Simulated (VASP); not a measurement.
# Ga2O3 (P-3m1) in VASP: a series of runs, part 2 of 2

VASP 6.6.1. Earlier steps stand in the parts before.

## 3. Single point, PBE+D3(BJ)

This run uses another cell than the first one, of 10.71 Å³/atom, 1.017 times its volume.

The input, INCAR:

```
PREC     = Accurate       # precision mode
ENCUT    = 600            # plane-wave cutoff, eV
EDIFF    = 1E-6           # SCF threshold, eV
ISMEAR   = 0              # smearing method
SIGMA    = 0.1            # smearing width, eV
LREAL    = False          # projectors in reciprocal space
LASPH    = True           # aspherical terms in the spheres
NELM     = 120            # most SCF steps
ALGO     = Normal         # electronic algorithm
ISIF     = 2              # what is computed and relaxed
LWAVE    = False          # write WAVECAR
LCHARG   = False          # write CHGCAR
GGA      = PE             # functional
IVDW     = 12             # dispersion correction
NBANDS   = 30             # bands
GGA_COMPAT= False
```

The input, KPOINTS:

```
regular mesh
0
Gamma
  6 6 4
```

The input, POSCAR:

```
Ga2O3
1.0
    3.0154997866     -0.0000000030      0.0000000000
   -1.5077498907      2.6114994218      0.0000000000
    0.0000000000      0.0000000000      6.8015282980
Ga O
2 3
Direct
    0.3333333333      0.6666666667      0.7931957832
    0.6666666667      0.3333333333      0.2068042168
    0.6666666667      0.3333333333      0.6853928039
    0.0000000000      0.0000000000      0.0000000000
    0.3333333333      0.6666666667      0.3146071961
```

Potentials or basis: VASP PAW PBE potentials, release 64 (Ga_d, O).

On the command line:

```console
$ cat potpaw_PBE.64/Ga_d/POTCAR potpaw_PBE.64/O/POTCAR > POTCAR
$ mpirun -np 1 vasp_std > vasp.out
```

OUTCAR:

```text
PREC = Accurate
   ENCUT = 600
   EDIFF = 1E-6
   ISMEAR = 0
   LREAL = False
   LASPH = True
   NELM = 120
   ISIF = 2
   GGA = PE
   IVDW = 12
 IVDW          = 12

 ion  position               nearest neighbor table
   1  0.333  0.667  0.793-   3 1.89   3 1.89   3 1.89   4 2.24   4 2.24   4 2.24
   2  0.667  0.333  0.207-   5 1.89   5 1.89   5 1.89   4 2.24   4 2.24   4 2.24
   3  0.667  0.333  0.685-   1 1.89   1 1.89   1 1.89
   4  0.000  0.000  0.000-   1 2.24   2 2.24   1 2.24   2 2.24   2 2.24   1 2.24
   5  0.333  0.667  0.315-   2 1.89   2 1.89   2 1.89

  LATTYP: Found a hexagonal cell.
 ALAT       =     3.0154997866
 C/A-ratio  =     2.2555227257

  Lattice vectors:

 A1 = (   3.0154997866,  -0.0000000030,   0.0000000000)
 A2 = (  -1.5077498907,   2.6114994218,   0.0000000000)
 A3 = (   0.0000000000,   0.0000000000,   6.8015282980)

Analysis of symmetry for initial positions (statically):
=====================================================================
 Subroutine PRICEL returns:
 Original cell was already a primitive cell.

[... 173 lines left out ...]

 E-fermi :   4.0951     XC(G=0): -11.4858

 val. band max:        3.6667467343   @ k =   0.0000   0.0000   0.0000
 cond. band min:       5.8519326712   @ k =   0.0000   0.0000   0.0000
 fundamental gap:      2.1851859369
 Fermi energy:         4.0950712011

 k-point     1 :       0.0000    0.0000    0.0000
  band No.  band energies     occupation
      1     -15.2907      2.00000
      2     -14.4593      2.00000
      3     -13.2681      2.00000
      4      -9.4658      2.00000
      5      -9.4658      2.00000
      6      -9.4221      2.00000
[... 781 lines left out ...]
     29      15.7666      0.00000
     30      15.7666      0.00000

------------------------ aborting loop because EDIFF is reached ----------------------------------------

 Edisp (eV)   -0.97308

 E8    (eV) :    -0.3807

  FORCE on cell =-STRESS in cart. coord.  units (eV):
  Direction    XX          YY          ZZ          XY          YZ          ZX
  --------------------------------------------------------------------------------------
  -------------------------------------------------------------------------------------
  Total       0.23637     0.23637     0.03204     0.00000     0.00000    -0.00000
  in kB       7.07047     7.07047     0.95839     0.00000     0.00000    -0.00000
  external pressure =        5.03 kB  Pullay stress =        0.00 kB

 VOLUME and BASIS-vectors are now :
 -----------------------------------------------------------------------------
  energy-cutoff  :      600.00
  volume of cell :       53.56
      direct lattice vectors                 reciprocal lattice vectors
     3.015499787 -0.000000003  0.000000000     0.331619987  0.191460888  0.000000000
    -1.507749891  2.611499422  0.000000000     0.000000000  0.382921778  0.000000000
     0.000000000  0.000000000  6.801528298     0.000000000  0.000000000  0.147025780

 POSITION                                       TOTAL-FORCE (eV/Angst)
 -----------------------------------------------------------------------------------
      0.00000      1.74100      5.39494         0.000000      0.000000     -0.040794
      1.50775      0.87050      1.40658         0.000000      0.000000      0.040794
      1.50775      0.87050      4.66172        -0.000000      0.000000     -0.006542
      0.00000      0.00000      0.00000         0.000000     -0.000000      0.000000
      0.00000      1.74100      2.13981        -0.000000     -0.000000      0.006542
 -----------------------------------------------------------------------------------
    total drift:                                0.000000     -0.000000      0.000000

  FREE ENERGIE OF THE ION-ELECTRON SYSTEM (eV)
  ---------------------------------------------------
  free  energy   TOTEN  =       -30.0172820192 eV

  energy  without entropy=      -30.0172820192  energy(sigma->0) =      -30.01728202
```

stdout:

```text
POSCAR found type information on POSCAR GaO
 POSCAR found :  2 types and       5 ions
 scaLAPACK will be used
 LDA part: xc-table for (Slater+PW92), standard interpolation
 POSCAR, INCAR and KPOINTS ok, starting setup
 FFT: planning ... GRIDC
 FFT: planning ... GRID_SOFT
 FFT: planning ... GRID
 WAVECAR not read
 entering main loop
```

It took 19 s on 1 thread of Intel Xeon 6975P-C (Granite Rapids), shared host; peak memory 0.21 GiB.

Results:

```
Free energy                : -30.0173 eV
Pressure                   : 0.5 GPa
Largest force              : 0.041 eV/Å
Band gap on the k mesh     : 2.19 eV, direct
Dispersion energy per atom : -0.195 eV
```

Forces on the atoms (eV/Å):
```
Ga   0.000  0.000 -0.041
Ga   0.000  0.000  0.041
O    0.000  0.000 -0.007
O    0.000  0.000  0.000
O    0.000  0.000  0.007
```

Stress tensor (GPa, compression positive):
```
0.71 0.00 0.00
0.00 0.71 0.00
0.00 0.00 0.10
```

As with any semilocal functional, this PBE gap is likely too small.

## 4. Relaxation of cell and atoms, PBE+D3(BJ)

The input, INCAR:

```
PREC = Accurate
ENCUT = 600
EDIFF = 1E-7
ISMEAR = 0
SIGMA = 0.1
LREAL = False
LASPH = True
NELM = 120
ALGO = Normal
ISIF = 3
LWAVE = False
LCHARG = False
GGA = PE
IVDW = 12
IBRION = 2
NSW = 90
EDIFFG = -0.04
GGA_COMPAT = False
NELMIN = 4
```

KPOINTS is that of step 3.

The input, POSCAR:

```
Ga2O3
1.0
    2.9125689300      0.0000000000      0.0000000000
   -1.4562844600      2.5223586800      0.0000000000
    0.0000000000      0.0000000000      7.1674043400
Ga O
2 3
Direct
    0.3333333300      0.6666666700      0.8326200800
    0.6666666700      0.3333333300      0.1673799200
    0.6666666700      0.3333333300      0.6652401500
    0.0000000000      0.0000000000      0.0000000000
    0.3333333300      0.6666666700      0.3347598500
```

On the command line:

```console
$ cat potpaw_PBE.64/Ga_d/POTCAR potpaw_PBE.64/O/POTCAR > POTCAR
$ mpirun -np 1 vasp_std > vasp.out
```

It took 3.7 min on 1 thread of Intel Xeon 6975P-C (Granite Rapids), shared host; peak memory 0.21 GiB.

The run converged. Its results:

* Free energy: -30.0162 eV
* Relaxed volume: 10.68 Å³/atom
* Relaxed cell: a = 3.023 Å, b = 3.023 Å, c = 6.750 Å, α = 90.00°, β = 90.00°, γ = 120.00°
* Space group after relaxing (to 0.05 Å): P-3m1 (No. 164)
* Energy gained by relaxing: 617.6 meV/atom
* Ionic steps: 18
* Pressure after relaxing: 0.1 GPa
* Largest force after relaxing: 0.027 eV/Å
* Band gap on the k mesh: 2.12 eV, direct
* Dispersion energy per atom: -0.195 eV

Forces on the atoms (eV/Å):
```
Ga   0.000  0.000  0.009
Ga   0.000  0.000 -0.009
O    0.000  0.000 -0.027
O    0.000  0.000  0.000
O    0.000  0.000  0.027
```

Stress tensor (GPa, compression positive):
```
0.04 0.00 0.00
0.00 0.04 0.00
0.00 0.00 0.30
```

Step by step:
| step | energy change (eV) | largest force (eV/Å) | pressure (GPa) | volume (Å³) |
| --- | --- | --- | --- | --- |
| 1 | 0.0000 | 8.3275 | 4.71 | 52.66 |
| 2 | -2.4615 | 3.4814 | 5.10 | 54.97 |
| 3 | -3.0549 | 0.2104 | 1.33 | 54.24 |
| 4 | -3.0776 | 0.2181 | -1.97 | 54.91 |
| 5 | -3.0778 | 0.2069 | -1.69 | 54.85 |
| 6 | -3.0842 | 0.0886 | 0.28 | 54.23 |
| 7 | -3.0844 | 0.0454 | -0.03 | 54.32 |
| 8 | -3.0844 | 0.0504 | 0.04 | 54.31 |
| 9 | -3.0847 | 0.0523 | -0.08 | 54.29 |
| 10 | -3.0854 | 0.0589 | -0.36 | 54.24 |
| 11 | -3.0854 | 0.0747 | -0.90 | 54.14 |
| 12 | -3.0857 | 0.0641 | -0.64 | 54.19 |
| 13 | -3.0858 | 0.0648 | -0.60 | 54.16 |
| 14 | -3.0862 | 0.0656 | -0.49 | 54.07 |
| 15 | -3.0869 | 0.0674 | -0.27 | 53.88 |
| 16 | -3.0875 | 0.0692 | 0.19 | 53.51 |
| 17 | -3.0875 | 0.0689 | 0.30 | 53.42 |
| 18 | -3.0878 | 0.0267 | 0.12 | 53.41 |

Final structure:
```
Ga O
1.0
     3.02257    0.00000    0.00000
    -1.51129    2.61762    0.00000
     0.00000    0.00000    6.75019
Ga O
2 3
Direct
  0.33333 0.66667 0.79159
  0.66667 0.33333 0.20841
  0.66667 0.33333 0.68400
  0.00000 0.00000 0.00000
  0.33333 0.66667 0.31600
```

Levels at points of the mesh, in eV from the valence-band top:
| k point | band 20 | band 21 | band 22 | band 23 | band 24 | band 25 |
| --- | --- | --- | --- | --- | --- | --- |
| (0.00, 0.00, 0.00) | -0.99 | -0.99 | 0.00 | 2.12 | 5.32 | 6.34 |
| (0.50, 0.00, 0.00) | -1.57 | -0.88 | -0.79 | 4.09 | 7.22 | 7.81 |
| (0.00, 0.00, 0.50) | -1.14 | -1.00 | -1.00 | 3.25 | 4.66 | 6.28 |
| (0.50, 0.00, 0.50) | -1.94 | -0.79 | -0.33 | 4.37 | 7.05 | 7.17 |

As with any semilocal functional, this PBE gap is likely too small.

## 5. Summary

| task | cell | gap on the mesh (eV) | pressure (GPa) | largest force (eV/Å) |
| --- | --- | --- | --- | --- |
| single point | a = 2.913, b = 2.913, c = 7.167 Å, angles 90.0, 90.0, 120.0°, 5 atoms | 0.20 | 4.7 | 8.33 |
| single point | a = 3.015, b = 3.015, c = 6.802 Å, angles 90.0, 90.0, 120.0°, 5 atoms | 2.19 | 0.5 | 0.04 |
| relaxation of cell and atoms | relaxed from a = 2.913, b = 2.913, c = 7.167 Å, angles 90.0, 90.0, 120.0°, 5 atoms | 2.12 | 0.1 | 0.03 |

Alike in all rows: level PBE+D3(BJ); potentials or basis VASP PAW PBE potentials, release 64 (Ga_d, O); no spin polarisation; k mesh 6 × 6 × 4; cutoff (eV) 600; smearing gaussian 0.1 eV.

Caveats: forces of over 1 eV/Å act on the atoms, so gaps and moduli don't describe the material at rest (some runs).

Total energies depend on the potentials used, so only differences within one code and one set of settings carry meaning.
